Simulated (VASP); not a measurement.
# MgO (Fm-3m) in VASP: a series of runs

The runs below take MgO through single point, with PBE.

Everything below comes from runs of VASP 6.6.1. Logs are shortened: lines on timing, memory, paths and dates and some standing lists are left out, and cuts for length are marked.

**The experiment to reproduce.**

“Electronic structure of alkaline earth and post-transition metal oxides”, 2009, arxiv:0908.1581 quotes, for a bulk crystal of MgO: band gap 7.83 eV.

The runs below are set against these values where they give the same quantity.

**1. The cell of the first run**

Symmetry: Fm-3m, No. 225, cubic system. The conventional cell has a = 4.257 Å, b = 4.257 Å, c = 4.257 Å, α = 90.00°, β = 90.00°, γ = 90.00°. Within 2.8 Å of Mg (site symmetry m-3m) lie 6 O at 2.13 Å. O (site symmetry m-3m) has 6 Mg at 2.13 Å within 2.8 Å.

**2. Single point, PBE**

INCAR reads:

```
ALGO = Normal
EDIFF = 1E-6
ENCUT = 840
GGA = PE
GGA_COMPAT = False
ISIF = 2
ISMEAR = -1
LASPH = True
LCHARG = False
LREAL = False
LWAVE = False
NBANDS = 15
NELM = 120
PREC = Accurate
SIGMA = 0.05
```

KPOINTS reads:

```
k-points
0
Gamma
  9 9 9
```

POSCAR reads:

```
MgO
1.0
    0.0000000000      2.1285000000      2.1285000000
    2.1285000000      0.0000000000      2.1285000000
    2.1285000000      2.1285000000      0.0000000000
Mg O
1 1
Direct
    0.0000000000      0.0000000000      0.0000000000
    0.5000000000      0.5000000000      0.5000000000
```

Potentials or basis: VASP PAW PBE potentials, release 64 (Mg_sv, O).

The run is started by

```
cat potpaw_PBE.64/Mg_sv/POTCAR potpaw_PBE.64/O/POTCAR > POTCAR
mpirun -np 1 vasp_std > vasp.out
```

OUTCAR:

```text
EDIFF = 1E-6
   ENCUT = 840
   GGA = PE
   ISIF = 2
   ISMEAR = -1
   LASPH = True
   LREAL = False
   NELM = 120
   PREC = Accurate

 ion  position               nearest neighbor table
   1  0.000  0.000  0.000-
   2  0.500  0.500  0.500-

  LATTYP: Found a face centered cubic cell.
 ALAT       =     4.2570000000

  Lattice vectors:

 A1 = (   0.0000000000,   2.1285000000,   2.1285000000)
 A2 = (   2.1285000000,   0.0000000000,   2.1285000000)
 A3 = (   2.1285000000,   2.1285000000,   0.0000000000)

Analysis of symmetry for initial positions (statically):
=====================================================================
 Subroutine PRICEL returns:
 Original cell was already a primitive cell.

 Routine SETGRP: Setting up the symmetry group for a
 face centered cubic supercell.

 Subroutine GETGRP returns: Found 48 space group operations
 (whereof 48 operations were pure point group operations)
 out of a pool of 48 trial point group operations.

The static configuration has the point symmetry O_h .

Analysis of symmetry for dynamics (positions and initial velocities):
=====================================================================
 Subroutine PRICEL returns:
 Original cell was already a primitive cell.

 Routine SETGRP: Setting up the symmetry group for a
 face centered cubic supercell.

 Subroutine GETGRP returns: Found 48 space group operations
 (whereof 48 operations were pure point group operations)
 out of a pool of 48 trial point group operations.

The dynamic configuration has the point symmetry O_h .

 Subroutine INISYM returns: Found 48 space group operations
 (whereof 48 operations are pure point group operations),
 and found     1 'primitive' translations

----------------------------------------------------------------------------------------

                                     Primitive cell

  volume of cell :      19.2864

  direct lattice vectors                    reciprocal lattice vectors
     0.000000000  2.128500000  2.128500000    -0.234907212  0.234907212  0.234907212
     2.128500000  0.000000000  2.128500000     0.234907212 -0.234907212  0.234907212
     2.128500000  2.128500000  0.000000000     0.234907212  0.234907212 -0.234907212

  length of vectors
     3.010153568  3.010153568  3.010153568     0.406871226  0.406871226  0.406871226

  position of ions in fractional coordinates (direct lattice)
     0.000000000  0.000000000  0.000000000
     0.500000000  0.500000000  0.500000000

  ion indices of the primitive-cell ions
   primitive index   ion index
                 1           1
                 2           2

----------------------------------------------------------------------------------------

 KPOINTS: k-points

Automatic generation of k-mesh.
 Grid dimensions read from file:
 generate k-points for:    9    9    9

 Generating k-lattice:

  Cartesian coordinates                     Fractional coordinates (reciprocal lattice)
    -0.026100801  0.026100801  0.026100801     0.111111111  0.000000000  0.000000000
     0.026100801 -0.026100801  0.026100801     0.000000000  0.111111111  0.000000000
     0.026100801  0.026100801 -0.026100801     0.000000000  0.000000000  0.111111111

  Length of vectors
     0.045207914  0.045207914  0.045207914

  Shift w.r.t. Gamma in fractional coordinates (k-lattice)
     0.000000000  0.000000000  0.000000000

 Subroutine IBZKPT returns following result:
 ===========================================

 Found     35 irreducible k-points:

 Following reciprocal coordinates:
            Coordinates               Weight
  0.000000  0.000000  0.000000      1.000000
  0.111111  0.000000  0.000000      8.000000
  0.222222  0.000000  0.000000      8.000000
  0.333333  0.000000  0.000000      8.000000
  0.444444  0.000000  0.000000      8.000000
  0.111111  0.111111  0.000000      6.000000
[... 16 lines left out ...]
 -0.333333  0.333333  0.000000     12.000000
  0.444444  0.444444  0.000000      6.000000
 [... further k-points ...]
   k-points           NKPTS =     35   k-points in BZ     NKDIM =     35   number of bands    NBANDS=     15
   number of dos      NEDOS =    301   number of ions     NIONS =      2
   total plane-waves  NPLWV =  21952
   dimension x,y,z NGX =    28 NGY =   28 NGZ =   28
   dimension x,y,z NGXF=    56 NGYF=   56 NGZF=   56
   ions per type =               1   1
   NGX,Y,Z   is equivalent  to a cutoff of  15.46, 15.46, 15.46 a.u.
   NGXF,Y,Z  is equivalent  to a cutoff of  30.93, 30.93, 30.93 a.u.
 SYSTEM =  unknown system
   PREC   = accura    normal or accurate (medium, high low for compatibility)
   ISTART =      0    job   : 0-new  1-cont  2-samecut
   ICHARG =      2    charge: 1-file 2-atom 10-const
   ISPIN  =      1    spin polarized calculation?
   LNONCOLLINEAR =      F non collinear calculations
   LSORBIT =      F    spin-orbit coupling
   LASPH  =      T    aspherical Exc in radial PAW
   ENCUT  =  840.0 eV  61.74 Ry    7.86 a.u.   7.11  7.11  7.11*2*pi/ulx,y,z
   NELM   =    120;   NELMIN=  2; NELMDL= -5     # of ELM steps
   EDIFF  = 0.1E-05   stopping-criterion for ELM
   LREAL  =      F    real-space projection
   EDIFFG = 0.1E-04   stopping-criterion for IOM
   NSW    =      0    number of steps for IOM
   IBRION =     -1    ionic relax: 0-MD 1-quasi-New 2-CG
   NFREE  =      0    steps in history (QN), initial steepest desc. (CG)
   ISIF   =      2    stress and relaxation
   ISYM   =      2    0-nonsym 1-usesym 2-fastsym
   POTIM  = 0.5000    time-step for ionic-motion
   TEBEG  =    0.0;   TEEND  =   0.0 temperature during run
   PSTRESS=    0.0 pullay stress
   NELECT =      16.0000    total number of electrons
   NUPDOWN=      -1.0000    fix difference up-down
   EMIN   =  10.00;   EMAX   =-10.00  energy-range for DOS
   EFERMI =   0.00;   METHOD = LEGACY
   ISMEAR =    -1;   SIGMA  =   0.05  broadening in eV -4-tet -1-fermi 0-gaus
   EFERMI_NEDOS =   21; number of points for ismear=-14 and -15
   IALGO  =     38    algorithm
   IMIX   =      4    mixing-type and parameters
     AMIX     =   0.40;   BMIX     =  1.00
     AMIX_MAG =   1.60;   BMIX_MAG =  1.00
  volume/ion in A,a.u.               =       9.64        65.08
  Fermi-wavevector in a.u.,A,eV,Ry     =   1.538265  2.906899 32.194913  2.366259
  Thomas-Fermi vector in A             =   2.644658
   LORBIT       =      0    0 simple, 1 ext, 2 COOP (PROOUT), +10 PAW based schemes
   GGA     = PE    functional components
   LHFCALC =     F    Hartree Fock is set to
   AEXX    =    0.0000 exact exchange contribution
   IVDW    =     0    specifies the selected vdW correction
   LEPSILON=     F    determine dielectric tensor
   LRPA    =     F    only Hartree local field effects (RPA)
 non-spin polarized calculation
  energy-cutoff  :      840.00
  volume of cell :       19.29
 maximum number of plane-waves:      1075
   NGX = 15   NGY = 15   NGZ = 15

 number of electron      15.9999997 magnetization

 Free energy of the ion-electron system (eV)
  ---------------------------------------------------
  ext. energy  EPLUGINS =         0.00000000
  ---------------------------------------------------
  free energy    TOTEN  =       -11.88488721 eV

  energy without entropy =      -11.88488721  energy(sigma->0) =      -11.88488721

 E-fermi :   3.8371     XC(G=0): -11.2319

 val. band max:        2.6905465880   @ k =   0.0000   0.0000   0.0000
 cond. band min:       7.1275311454   @ k =   0.0000   0.0000   0.0000
 fundamental gap:      4.4369845573
 Fermi energy:         3.8370724613

 k-point     1 :       0.0000    0.0000    0.0000
  band No.  band energies     occupation
      1     -69.6894      2.00000
      2     -36.4178      2.00000
      3     -36.4178      2.00000
      4     -36.4178      2.00000
      5     -14.3992      2.00000
      6       2.6905      2.00000
      7       2.6905      2.00000
      8       2.6905      2.00000
      9       7.1275      0.00000
     10      18.3152      0.00000
     11      18.3152      0.00000
     12      18.3152      0.00000
     13      22.1448      0.00000
     14      23.8899      0.00000
     15      23.8899      0.00000

 k-point     2 :       0.1111    0.0000    0.0000
  band No.  band energies     occupation
      1     -69.6883      2.00000
      2     -36.4267      2.00000
      3     -36.4187      2.00000
      4     -36.4187      2.00000
      5     -14.2732      2.00000
      6       1.9182      2.00000
      7       2.6123      2.00000
      8       2.6123      2.00000
      9       7.8827      0.00000
     10      16.8822      0.00000
     11      18.5917      0.00000
     12      18.5917      0.00000
     13      23.0144      0.00000
     14      23.0144      0.00000
     15      23.9692      0.00000

 k-point     3 :       0.2222    0.0000    0.0000
  band No.  band energies     occupation
      1     -69.6863      2.00000
      2     -36.4494      2.00000
      3     -36.4211      2.00000
      4     -36.4211      2.00000
      5     -13.9364      2.00000
      6       0.4604      2.00000
      7       2.4215      2.00000
      8       2.4215      2.00000
      9       9.2116      0.00000
     10      15.3111      0.00000
     11      19.0534      0.00000
     12      19.0534      0.00000
     13      22.4159      0.00000
     14      22.4159      0.00000
     15      24.3871      0.00000
[... 343 lines left out ...]
 k-point    23 :      -0.3333    0.3333    0.0000
  band No.  band energies     occupation
      1     -69.6802      2.00000
      2     -36.4674      2.00000
      3     -36.4637      2.00000
      4     -36.4334      2.00000
      5     -12.9697      2.00000
      6      -0.4235      2.00000
      7      -0.2521      2.00000
      8       1.7347      2.00000
      9      12.7971      0.00000
     10      14.6444      0.00000
     11      14.8402      0.00000
     12      20.0671      0.00000
     13      21.1270      0.00000
     14      25.5551      0.00000
     15      29.6874      0.00000

 k-point    24 :       0.4444    0.4444    0.0000
  band No.  band energies     occupation
      1     -69.6798      2.00000
      2     -36.4808      2.00000
      3     -36.4425      2.00000
      4     -36.4425      2.00000
      5     -13.0014      2.00000
      6      -1.1711      2.00000
      7       1.4271      2.00000
      8       1.4271      2.00000
      9      11.8751      0.00000
     10      12.3270      0.00000
     11      15.4757      0.00000
     12      21.1205      0.00000
     13      21.1205      0.00000
     14      27.6341      0.00000
     15      28.7826      0.00000

 [... further k-points ...]
[... 5 lines left out ...]
  --------------------------------------------------------------------------------------
  -------------------------------------------------------------------------------------
  Total       -0.0353144     -0.0353144     -0.0353144     -0.0000000     -0.0000000      0.0000000
  in kB       -2.9336677     -2.9336677     -2.9336677     -0.0000000     -0.0000000      0.0000000
  external PRESSURE =      -2.9336677 kB  Pullay stress =       0.0000000 kB

 VOLUME and BASIS-vectors are now :
 -----------------------------------------------------------------------------
  energy-cutoff  :      840.00
  volume of cell :       19.29
      direct lattice vectors                 reciprocal lattice vectors
     0.000000000  2.128500000  2.128500000    -0.234907212  0.234907212  0.234907212
     2.128500000  0.000000000  2.128500000     0.234907212 -0.234907212  0.234907212
     2.128500000  2.128500000  0.000000000     0.234907212  0.234907212 -0.234907212

 POSITION                                       TOTAL-FORCE (eV/Angst)
 -----------------------------------------------------------------------------------
      0.00000      0.00000      0.00000        -0.000000      0.000000     -0.000000
      2.12850      2.12850      2.12850         0.000000      0.000000      0.000000
 -----------------------------------------------------------------------------------
    total drift:                                0.000000      0.000000      0.000000

  FREE ENERGIE OF THE ION-ELECTRON SYSTEM (eV)
  ---------------------------------------------------
  free  energy   TOTEN  =       -11.8848872120 eV

  energy  without entropy=      -11.8848872120  energy(sigma->0) =      -11.88488721
```

Run time: 9.6 s. Hardware: 1 thread of Intel Xeon Platinum 8488C (Sapphire Rapids), shared host; peak memory 0.16 GiB.

What came out:

```
Free energy            : -11.8849 eV
Pressure               : -0.3 GPa
Band gap on the k mesh : 4.44 eV
```

Levels at points of the mesh, in eV from the valence-band top:
```csv
k point,band 5,band 6,band 7,band 8,band 9,band 10,band 11,band 12
"(0.00, 0.00, 0.00)",-17.09,0.00,0.00,0.00,4.44,15.62,15.62,15.62
```

**3. Single point, PBE**

INCAR reads:

```
PREC = Accurate
ENCUT = 840
EDIFF = 1E-6
ISMEAR = -1
SIGMA = 0.05
LREAL = F
LASPH = T
NELM = 120
ALGO = Normal
ISIF = 2
LWAVE = F
LCHARG = F
GGA = PE
NBANDS = 15
GGA_COMPAT = F
```

KPOINTS reads:

```
regular mesh
0
Gamma
  5 5 5
```

POSCAR is that of step 2.

Potentials or basis: VASP PAW PBE potentials, release 64 (Mg_sv, O).

The run is started by

```
cat potpaw_PBE.64/Mg_sv/POTCAR potpaw_PBE.64/O/POTCAR > POTCAR
mpirun -np 1 vasp_std > vasp.out
```

Wall time 7.8 s (1 thread of Intel Xeon Platinum 8259CL at 2.50GHz (Skylake/Cascade Lake), shared host); peak memory 0.15 GiB.

Results (log left out):

| Quantity | Value |
| --- | --- |
| Free energy | -11.8827 eV |
| Pressure | -0.3 GPa |
| Band gap on the k mesh | 4.44 eV |

Levels at points of the mesh, in eV from the valence-band top:
```csv
k point,band 5,band 6,band 7,band 8,band 9,band 10,band 11,band 12
"(0.00, 0.00, 0.00)",-17.09,0.00,0.00,0.00,4.44,15.62,15.62,15.62
```

Caveat: the k points lie up to 0.51 Å⁻¹ apart. PBE gaps usually lie below the measured ones, often by a third to a half.

**4. How close it comes**

Step 2. Measured gap of MgO: 7.83 eV (quoted in “Electronic structure of alkaline earth and post-transition metal oxides”, 2009, arxiv:0908.1581). This calculation gives 4.44 eV (-3.39 eV). The value is that of PBE, without temperature or zero-point motion. Semilocal functionals fall short of measured gaps as a rule.
